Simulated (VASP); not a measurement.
# BaF2 (Frankdicksonite) (Fm-3m) in VASP: further runs

BaF2 (Frankdicksonite) is run at these levels: r2SCAN; tasks: single point.

All numbers are computed with VASP 6.6.1; they aren't measurements. Logs are shortened: lines on timing, memory, paths and dates and some standing lists are left out, and cuts for length are marked.

## Step 1: The cell of the first run

Symmetry: Fm-3m, No. 225, cubic system. Conventional cell: a = 5.936 Å, b = 5.936 Å, c = 5.936 Å, α = 90.00°, β = 90.00°, γ = 90.00°. Ba (site symmetry m-3m) has 8 F at 2.57 Å within 3.4 Å. F (site symmetry -43m) has 4 Ba at 2.57 Å and 6 F at 2.97 Å within 3.4 Å.

## Step 2: Single point, r2SCAN (volume scaled by 0.88)

Input file POSCAR:

```
BaF2
1.0
    0.0000000000      2.9681514028      2.9681514028
    2.9681514028      0.0000000000      2.9681514028
    2.9681514028      2.9681514028      0.0000000000
Ba F
1 2
Direct
    0.0000000000      0.0000000000      0.0000000000
    0.2500000000      0.2500000000      0.2500000000
    0.7500000000      0.7500000000      0.7500000000
```

Input file INCAR.step1:

```
SYSTEM = BaF2
PREC     = Accurate       ! precision mode
ENCUT    = 660            ! plane-wave cutoff, eV
ISMEAR   = 0              ! smearing method
SIGMA    = 0.02           ! smearing width, eV
LREAL    = .FALSE.        ! projectors in reciprocal space
LASPH    = .TRUE.         ! aspherical terms in the spheres
NELM     = 120            ! most SCF steps
NBANDS   = 19             ! bands
GGA      = PE             ! functional
ALGO     = Normal         ! electronic algorithm
EDIFF    = 1E-5           ! SCF threshold, eV
LWAVE    = .TRUE.         ! write WAVECAR
LCHARG   = .FALSE.        ! write CHGCAR
GGA_COMPAT= .FALSE.
```

Input file INCAR.step2:

```
SYSTEM = BaF2
PREC     = Accurate       ! precision mode
ENCUT    = 660            ! plane-wave cutoff, eV
EDIFF    = 1E-6           ! SCF threshold, eV
ISMEAR   = 0              ! smearing method
SIGMA    = 0.02           ! smearing width, eV
LREAL    = .FALSE.        ! projectors in reciprocal space
LASPH    = .TRUE.         ! aspherical terms in the spheres
NELM     = 120            ! most SCF steps
ALGO     = Normal         ! electronic algorithm
ISIF     = 2              ! what is computed and relaxed
LWAVE    = .FALSE.        ! write WAVECAR
LCHARG   = .FALSE.        ! write CHGCAR
METAGGA  = R2SCAN         ! meta-GGA
LMIXTAU  = .TRUE.       
NBANDS   = 19             ! bands
ISTART   = 1            
GGA_COMPAT= .FALSE.
```

Input file KPOINTS:

```
regular mesh
0
G
  6 6 6
  0 0 0
```

Potentials or basis: VASP PAW PBE potentials, release 64 (Ba_sv, F).

Command:

```console
cat potpaw_PBE.64/Ba_sv/POTCAR potpaw_PBE.64/F/POTCAR > POTCAR
cp INCAR.step1 INCAR
mpirun -np 1 vasp_std > vasp.out
cp INCAR.step2 INCAR
mpirun -np 1 vasp_std > vasp.out
```

OUTCAR:

```text
SYSTEM = BaF2
   PREC = Accurate
   ENCUT = 660
   EDIFF = 1E-6
   ISMEAR = 0
   LREAL = .FALSE.
   LASPH = .TRUE.
   NELM = 120
   ISIF = 2
   METAGGA = R2SCAN
   ISTART = 1

 ion  position               nearest neighbor table
   1  0.000  0.000  0.000-   3 2.57   3 2.57   3 2.57   2 2.57   3 2.57   2 2.57   2 2.57   2 2.57

   2  0.250  0.250  0.250-   1 2.57   1 2.57   1 2.57   1 2.57
   3  0.750  0.750  0.750-   1 2.57   1 2.57   1 2.57   1 2.57

  LATTYP: Found a face centered cubic cell.
 ALAT       =     5.9363028056

  Lattice vectors:

 A1 = (   0.0000000000,   2.9681514028,   2.9681514028)
 A2 = (   2.9681514028,   0.0000000000,   2.9681514028)
 A3 = (   2.9681514028,   2.9681514028,   0.0000000000)

Analysis of symmetry for initial positions (statically):
[... 5 lines left out ...]
 face centered cubic supercell.

 Subroutine GETGRP returns: Found 48 space group operations
 (whereof 48 operations were pure point group operations)
 out of a pool of 48 trial point group operations.

The static configuration has the point symmetry O_h .

Analysis of symmetry for dynamics (positions and initial velocities):
[... 5 lines left out ...]
 face centered cubic supercell.

 Subroutine GETGRP returns: Found 48 space group operations
 (whereof 48 operations were pure point group operations)
 out of a pool of 48 trial point group operations.

The dynamic configuration has the point symmetry O_h .

 Subroutine INISYM returns: Found 48 space group operations
 (whereof 48 operations are pure point group operations),
 and found     1 'primitive' translations

----------------------------------------------------------------------------------------

                                     Primitive cell

  volume of cell :      52.2984

  direct lattice vectors                    reciprocal lattice vectors
     0.000000000  2.968151403  2.968151403    -0.168455019  0.168455019  0.168455019
     2.968151403  0.000000000  2.968151403     0.168455019 -0.168455019  0.168455019
     2.968151403  2.968151403  0.000000000     0.168455019  0.168455019 -0.168455019

  length of vectors
     4.197599969  4.197599969  4.197599969     0.291772651  0.291772651  0.291772651

  position of ions in fractional coordinates (direct lattice)
     0.000000000  0.000000000  0.000000000
     0.250000000  0.250000000  0.250000000
     0.750000000  0.750000000  0.750000000

  ion indices of the primitive-cell ions
   primitive index   ion index
                 1           1
                 2           2
                 3           3

----------------------------------------------------------------------------------------

 KPOINTS: regular mesh

Automatic generation of k-mesh.
 Grid dimensions read from file:
 generate k-points for:    6    6    6

 Generating k-lattice:

  Cartesian coordinates                     Fractional coordinates (reciprocal lattice)
    -0.028075836  0.028075836  0.028075836     0.166666667  0.000000000  0.000000000
     0.028075836 -0.028075836  0.028075836     0.000000000  0.166666667  0.000000000
     0.028075836  0.028075836 -0.028075836     0.000000000  0.000000000  0.166666667

  Length of vectors
     0.048628775  0.048628775  0.048628775

  Shift w.r.t. Gamma in fractional coordinates (k-lattice)
     0.000000000  0.000000000  0.000000000

 Subroutine IBZKPT returns following result:
 ===========================================

 Found     16 irreducible k-points:

 Following reciprocal coordinates:
[... 6 lines left out ...]
  0.333333  0.166667  0.000000     24.000000
[... 8 lines left out ...]
 -0.333333  0.333333  0.166667     24.000000
 -0.333333  0.500000  0.166667     12.000000
   k-points           NKPTS =     16   k-points in BZ     NKDIM =     16   number of bands    NBANDS=     19
   number of dos      NEDOS =    301   number of ions     NIONS =      3
   total plane-waves  NPLWV =  46656
   dimension x,y,z NGX =    36 NGY =   36 NGZ =   36
   dimension x,y,z NGXF=    72 NGYF=   72 NGZF=   72
   ions per type =               1   2
   NGX,Y,Z   is equivalent  to a cutoff of  14.26, 14.26, 14.26 a.u.
   NGXF,Y,Z  is equivalent  to a cutoff of  28.52, 28.52, 28.52 a.u.
 SYSTEM =  BaF2
   PREC   = accura    normal or accurate (medium, high low for compatibility)
   ISTART =      1    job   : 0-new  1-cont  2-samecut
   ICHARG =      0    charge: 1-file 2-atom 10-const
   ISPIN  =      1    spin polarized calculation?
   LNONCOLLINEAR =      F non collinear calculations
   LSORBIT =      F    spin-orbit coupling
   LASPH  =      T    aspherical Exc in radial PAW
   ENCUT  =  660.0 eV  48.51 Ry    6.96 a.u.   8.79  8.79  8.79*2*pi/ulx,y,z
   NELM   =    120;   NELMIN=  2; NELMDL=  0     # of ELM steps
   EDIFF  = 0.1E-05   stopping-criterion for ELM
   LREAL  =      F    real-space projection
   EDIFFG = 0.1E-04   stopping-criterion for IOM
   NSW    =      0    number of steps for IOM
   IBRION =     -1    ionic relax: 0-MD 1-quasi-New 2-CG
   NFREE  =      0    steps in history (QN), initial steepest desc. (CG)
   ISIF   =      2    stress and relaxation
   ISYM   =      2    0-nonsym 1-usesym 2-fastsym
   POTIM  = 0.5000    time-step for ionic-motion
   TEBEG  =    0.0;   TEEND  =   0.0 temperature during run
   PSTRESS=    0.0 pullay stress
   NELECT =      24.0000    total number of electrons
   NUPDOWN=      -1.0000    fix difference up-down
   EMIN   =  10.00;   EMAX   =-10.00  energy-range for DOS
   EFERMI =   0.00;   METHOD = LEGACY
   ISMEAR =     0;   SIGMA  =   0.02  broadening in eV -4-tet -1-fermi 0-gaus
   EFERMI_NEDOS =   21; number of points for ismear=-14 and -15
   IALGO  =     38    algorithm
   IMIX   =      4    mixing-type and parameters
     AMIX     =   0.40;   BMIX     =  1.00
     AMIX_MAG =   1.60;   BMIX_MAG =  1.00
  volume/ion in A,a.u.               =      17.43       117.64
  Fermi-wavevector in a.u.,A,eV,Ry     =   1.262746  2.386243 21.694849  1.594526
  Thomas-Fermi vector in A             =   2.396138
   LORBIT       =      0    0 simple, 1 ext, 2 COOP (PROOUT), +10 PAW based schemes
   METAGGA = R2SCAN    functional components
   LHFCALC =     F    Hartree Fock is set to
   AEXX    =    0.0000 exact exchange contribution
   IVDW    =     0    specifies the selected vdW correction
   LEPSILON=     F    determine dielectric tensor
   LRPA    =     F    only Hartree local field effects (RPA)
 non-spin polarized calculation
 Gauss-broadening in eV      SIGMA  =   0.02
  energy-cutoff  :      660.00
  volume of cell :       52.30
 maximum number of plane-waves:      2044
   NGX = 17   NGY = 17   NGZ = 17

 number of electron      24.0000005 magnetization

 Free energy of the ion-electron system (eV)
  ---------------------------------------------------
  ext. energy  EPLUGINS =         0.00000000
  ---------------------------------------------------
  free energy    TOTEN  =       -44.78864146 eV

  energy without entropy =      -44.78864146  energy(sigma->0) =      -44.78864146

 E-fermi :  -1.8592     XC(G=0):  -9.9116

 val. band max:       -2.0094218914   @ k =  -0.3333   0.1667   0.0000
 cond. band min:       5.8817720680   @ k =   0.0000   0.0000   0.0000
 fundamental gap:      7.8911939595
 Fermi energy:        -1.8591580483

 k-point     1 :       0.0000    0.0000    0.0000
  band No.  band energies     occupation
      1     -25.5280      2.00000
      2     -22.3377      2.00000
      3     -21.8266      2.00000
      4      -9.4974      2.00000
      5      -9.4974      2.00000
      6      -9.4974      2.00000
[... 11 lines left out ...]
     18      11.3813      0.00000
     19      15.0871      0.00000

 k-point     2 :       0.1667    0.0000    0.0000
  band No.  band energies     occupation
      1     -25.4125      2.00000
      2     -22.3753      2.00000
      3     -21.9691      2.00000
      4      -9.5810      2.00000
      5      -9.5711      2.00000
      6      -9.5711      2.00000
[... 11 lines left out ...]
     18      11.3932      0.00000
     19      14.0137      0.00000

 k-point     3 :       0.3333    0.0000    0.0000
  band No.  band energies     occupation
      1     -25.1425      2.00000
      2     -22.5228      2.00000
      3     -22.2209      2.00000
      4      -9.7112      2.00000
      5      -9.7084      2.00000
      6      -9.7084      2.00000
[... 11 lines left out ...]
     18      11.4510      0.00000
     19      13.4780      0.00000

 k-point     4 :       0.5000    0.0000    0.0000
  band No.  band energies     occupation
      1     -24.9778      2.00000
      2     -22.6765      2.00000
      3     -22.2967      2.00000
      4      -9.7728      2.00000
      5      -9.7728      2.00000
      6      -9.7621      2.00000
[... 11 lines left out ...]
     18      11.5043      0.00000
     19      14.4624      0.00000

 k-point     5 :       0.1667    0.1667    0.0000
  band No.  band energies     occupation
      1     -25.3726      2.00000
      2     -22.3816      2.00000
      3     -22.0236      2.00000
      4      -9.6840      2.00000
      5      -9.6840      2.00000
      6      -9.4282      2.00000
[... 11 lines left out ...]
     18      11.4812      0.00000
     19      15.1693      0.00000
[... 158 lines left out ...]
      2     -22.7791      2.00000
      3     -22.5101      2.00000
      4     -10.1656      2.00000
      5     -10.1656      2.00000
      6      -9.1868      2.00000
[... 11 lines left out ...]
     18      13.1286      0.00000
     19      14.8800      0.00000

 k-point    14 :       0.5000    0.3333    0.1667
  band No.  band energies     occupation
      1     -24.9320      2.00000
      2     -22.5313      2.00000
      3     -22.5072      2.00000
      4     -10.0154      2.00000
      5      -9.8609      2.00000
      6      -9.5120      2.00000
[... 11 lines left out ...]
     18      12.3538      0.00000
     19      14.5331      0.00000

 k-point    15 :      -0.3333    0.3333    0.1667
  band No.  band energies     occupation
      1     -24.8054      2.00000
      2     -22.6549      2.00000
      3     -22.5537      2.00000
      4     -10.1007      2.00000
      5      -9.7079      2.00000
      6      -9.7055      2.00000
[... 11 lines left out ...]
     18      13.0490      0.00000
     19      14.5093      0.00000

 k-point    16 :      -0.3333    0.5000    0.1667
  band No.  band energies     occupation
      1     -24.7394      2.00000
      2     -22.7141      2.00000
      3     -22.5797      2.00000
      4     -10.1929      2.00000
      5      -9.9271      2.00000
      6      -9.4383      2.00000
[... 11 lines left out ...]
     18      14.7252      0.00000
     19      14.7594      0.00000

------------------------ aborting loop because EDIFF is reached ----------------------------------------

  FORCE on cell =-STRESS in cart. coord.  units (eV):
  Direction    XX          YY          ZZ          XY          YZ          ZX
  --------------------------------------------------------------------------------------
  -------------------------------------------------------------------------------------
  Total        4.0017898      4.0017898      4.0017898      0.0000000      0.0000000     -0.0000000
  in kB      122.5961155    122.5961155    122.5961155      0.0000000      0.0000000     -0.0000000
  external PRESSURE =     122.5961155 kB  Pullay stress =       0.0000000 kB

 VOLUME and BASIS-vectors are now :
 -----------------------------------------------------------------------------
  energy-cutoff  :      660.00
  volume of cell :       52.30
      direct lattice vectors                 reciprocal lattice vectors
     0.000000000  2.968151403  2.968151403    -0.168455019  0.168455019  0.168455019
     2.968151403  0.000000000  2.968151403     0.168455019 -0.168455019  0.168455019
     2.968151403  2.968151403  0.000000000     0.168455019  0.168455019 -0.168455019

 POSITION                                       TOTAL-FORCE (eV/Angst)
 -----------------------------------------------------------------------------------
      0.00000      0.00000      0.00000         0.000000      0.000000     -0.000000
      1.48408      1.48408      1.48408        -0.000000     -0.000000     -0.000000
      4.45223      4.45223      4.45223        -0.000000      0.000000      0.000000
 -----------------------------------------------------------------------------------
    total drift:                                0.000000      0.000000      0.000000

  FREE ENERGIE OF THE ION-ELECTRON SYSTEM (eV)
  ---------------------------------------------------
  free  energy   TOTEN  =       -44.7886414567 eV

  energy  without entropy=      -44.7886414567  energy(sigma->0) =      -44.78864146
```

Run time: 40 s. Hardware: 1 thread of Intel Xeon 6975P-C (Granite Rapids), shared host; peak memory 0.22 GiB.

Results:

```yaml
Free_energy: -44.7886 eV
Pressure: 12.3 GPa
Band_gap_on_the_k_mesh: 7.89 eV, indirect (least direct gap 8.04 eV)
```

Caveat: the PAW data sets were made with another functional, which shifts forces and pressure a little; spin-orbit coupling is left out, which moves the levels of the heavy elements. A k mesh can miss the band edges.

## Step 3: Single point, r2SCAN (volume scaled by 0.91)

Input file POSCAR:

```
BaF2
1.0
    0.0000000000      3.0015042102      3.0015042102
    3.0015042102      0.0000000000      3.0015042102
    3.0015042102      3.0015042102      0.0000000000
Ba F
1 2
Direct
    0.0000000000      0.0000000000      0.0000000000
    0.2500000000      0.2500000000      0.2500000000
    0.7500000000      0.7500000000      0.7500000000
```

Input file INCAR.step1:

```
SYSTEM = BaF2
ALGO     = Normal         ! electronic algorithm
EDIFF    = 1E-5           ! SCF threshold, eV
ENCUT    = 660            ! plane-wave cutoff, eV
GGA      = PE             ! functional
GGA_COMPAT= .False.      
ISMEAR   = 0              ! smearing method
LASPH    = .True.         ! aspherical terms in the spheres
LCHARG   = .False.        ! write CHGCAR
LREAL    = .False.        ! projectors in reciprocal space
LWAVE    = .True.         ! write WAVECAR
NBANDS   = 19             ! bands
NELM     = 120            ! most SCF steps
PREC     = Accurate       ! precision mode
SIGMA    = 0.02           ! smearing width, eV
```

Input file INCAR.step2:

```
SYSTEM = BaF2
ALGO     = Normal         ! electronic algorithm
EDIFF    = 1E-6           ! SCF threshold, eV
ENCUT    = 660            ! plane-wave cutoff, eV
GGA_COMPAT= .False.      
ISIF     = 2              ! what is computed and relaxed
ISMEAR   = 0              ! smearing method
ISTART   = 1            
LASPH    = .True.         ! aspherical terms in the spheres
LCHARG   = .False.        ! write CHGCAR
LMIXTAU  = .True.       
LREAL    = .False.        ! projectors in reciprocal space
LWAVE    = .False.        ! write WAVECAR
METAGGA  = R2SCAN         ! meta-GGA
NBANDS   = 19             ! bands
NELM     = 120            ! most SCF steps
PREC     = Accurate       ! precision mode
SIGMA    = 0.02           ! smearing width, eV
```

Input file KPOINTS:

```
k-points
0
Gamma
  6 6 6
  0 0 0
```

Potentials or basis: VASP PAW PBE potentials, release 64 (Ba_sv, F).

Command:

```console
cat potpaw_PBE.64/Ba_sv/POTCAR potpaw_PBE.64/F/POTCAR > POTCAR
cp INCAR.step1 INCAR
mpirun -np 1 vasp_std > vasp.out
cp INCAR.step2 INCAR
mpirun -np 1 vasp_std > vasp.out
```

It took 39 s on 1 thread of Intel Xeon 6975P-C (Granite Rapids), shared host; peak memory 0.21 GiB.

The run converged. Its results:

* Free energy: -44.9084 eV
* Pressure: 8.6 GPa
* Band gap on the k mesh: 7.76 eV, indirect (least direct gap 7.88 eV)

Levels at points of the mesh, in eV from the valence-band top:
```csv
k point,band 9,band 10,band 11,band 12,band 13,band 14,band 15,band 16
"(0.00, 0.00, 0.00)",-1.79,-0.12,-0.12,-0.12,7.76,10.27,10.27,13.11
"(0.50, 0.00, 0.00)",-0.76,-0.33,-0.13,-0.13,10.26,10.26,10.49,10.57
"(0.50, 0.50, 0.00)",-0.49,-0.23,-0.21,-0.21,7.86,10.38,12.00,13.67
```

Caveat: the PAW data sets were made with another functional, which shifts forces and pressure a little; spin-orbit coupling is left out, which moves the levels of the heavy elements.

## Step 4: Single point, r2SCAN (volume scaled by 0.94)

Input file POSCAR:

```
BaF2
1.0
    0.0000000000      3.0341318121      3.0341318121
    3.0341318121      0.0000000000      3.0341318121
    3.0341318121      3.0341318121      0.0000000000
Ba F
1 2
Direct
    0.0000000000      0.0000000000      0.0000000000
    0.2500000000      0.2500000000      0.2500000000
    0.7500000000      0.7500000000      0.7500000000
```

Input file INCAR.step1:

```
ALGO = Normal ; EDIFF = 1E-5
ENCUT = 660 ; GGA = PE
GGA_COMPAT = False ; ISMEAR = 0
LASPH = True ; LCHARG = False
LREAL = False ; LWAVE = True
NBANDS = 19 ; NELM = 120
PREC = Accurate ; SIGMA = 0.02
```

Input file INCAR.step2:

```
ALGO = Normal ; EDIFF = 1E-6
ENCUT = 660 ; GGA_COMPAT = False
ISIF = 2 ; ISMEAR = 0
ISTART = 1 ; LASPH = True
LCHARG = False ; LMIXTAU = True
LREAL = False ; LWAVE = False
METAGGA = R2SCAN ; NBANDS = 19
NELM = 120 ; PREC = Accurate
SIGMA = 0.02
```

Input file KPOINTS:

```
k-points
0
Gamma
  6 6 6
```

Command:

```console
cat potpaw_PBE.64/Ba_sv/POTCAR potpaw_PBE.64/F/POTCAR > POTCAR
cp INCAR.step1 INCAR
mpirun -np 1 vasp_std > vasp.out
cp INCAR.step2 INCAR
mpirun -np 1 vasp_std > vasp.out
```

Run time: 40 s. Hardware: 1 thread of Intel Xeon 6975P-C (Granite Rapids), shared host; peak memory 0.22 GiB.

Results (log left out):

```
Free energy            : -44.9909 eV
Pressure               : 5.6 GPa
Band gap on the k mesh : 7.63 eV, indirect (least direct gap 7.72 eV)
```

Levels at points of the mesh, in eV from the valence-band top:
```tsv
k point	band 8	band 9	band 10	band 11	band 12	band 13	band 14	band 15	band 16	band 17
(0.00, 0.00, 0.00)	-1.67	-1.67	-0.10	-0.10	-0.10	7.63	10.16	10.16	12.83	12.83
(0.50, 0.00, 0.00)	-1.23	-0.71	-0.33	-0.14	-0.14	10.13	10.13	10.36	10.37	12.99
(0.50, 0.50, 0.00)	-0.43	-0.43	-0.25	-0.25	-0.19	7.82	10.21	11.80	13.40	13.40
```

Caveat: the PAW data sets were made with another functional, which shifts forces and pressure a little; spin-orbit coupling is left out, which moves the levels of the heavy elements.

## Step 5: Overview

```csv
cell,gap on the mesh (eV),pressure (GPa)
"a = 4.198 Å, angles 60.0°, 3 atoms",7.89,12.3
"a = 4.245 Å, angles 60.0°, 3 atoms",7.76,8.6
"a = 4.291 Å, angles 60.0°, 3 atoms",7.63,5.6
```

Alike in all rows: task single point; level r2SCAN; potentials or basis VASP PAW PBE potentials, release 64 (Ba_sv, F); no spin polarisation; k mesh 6 × 6 × 6; cutoff (eV) 660; smearing gaussian 0.02 eV.

Caveats: the PAW data sets were made with another functional, which shifts forces and pressure a little; spin-orbit coupling is left out, which moves the levels of the heavy elements.

Total energies depend on the potentials used, so only differences within one code and one set of settings carry meaning.
